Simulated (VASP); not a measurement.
Here is a VASP 6.6.1 calculation.

INCAR

```
SYSTEM = GaN
PREC = Accurate
ENCUT = 600
EDIFF = 1E-7
ISMEAR = 0
SIGMA = 0.01
LREAL = .FALSE.
LASPH = .TRUE.
NELM = 60
ALGO = Normal
ISIF = 3
LWAVE = .FALSE.
LCHARG = .FALSE.
GGA = CA
IBRION = 2
NSW = 80
EDIFFG = -0.001
```

Contents of KPOINTS:

```
Automatic mesh
0
G
  10 10 10
  0 0 0
```

Contents of POSCAR:

```
GaN
1.0
    0.0000000000      2.2277008246      2.2277008246
    2.2277008246      0.0000000000      2.2277008246
    2.2277008246      2.2277008246      0.0000000000
Ga N
1 1
Direct
    0.0000000000      0.0000000000      0.0000000000
    0.7500000000      0.7500000000      0.7500000000
```

Potentials or basis: VASP PAW LDA potentials, release 64 (Ga_d, N).

Command:

```console
$ cat potpaw_LDA.64/Ga_d/POTCAR potpaw_LDA.64/N/POTCAR > POTCAR
$ mpirun -np 1 vasp_std > vasp.out
```

Q: What does it give for the space group after relaxing (to 0.05 Å)?

A: F-43m (No. 216).

Q: What does it give for the band gap on the k mesh?

A: 1.94 eV, direct.

Q: What does it give for the relaxed cell?

A: a = 3.156 Å, b = 3.156 Å, c = 3.156 Å, α = 60.00°, β = 60.00°, γ = 60.00°.

Q: What does it give for the relaxed volume?

A: 11.11 Å³/atom.

Final structure:
```
CELL_PARAMETERS angstrom
0.00000 2.23141 2.23141
2.23141 0.00000 2.23141
2.23141 2.23141 0.00000
ATOMIC_POSITIONS crystal
Ga 0.00000 0.00000 0.00000
N 0.75000 0.75000 0.75000
```
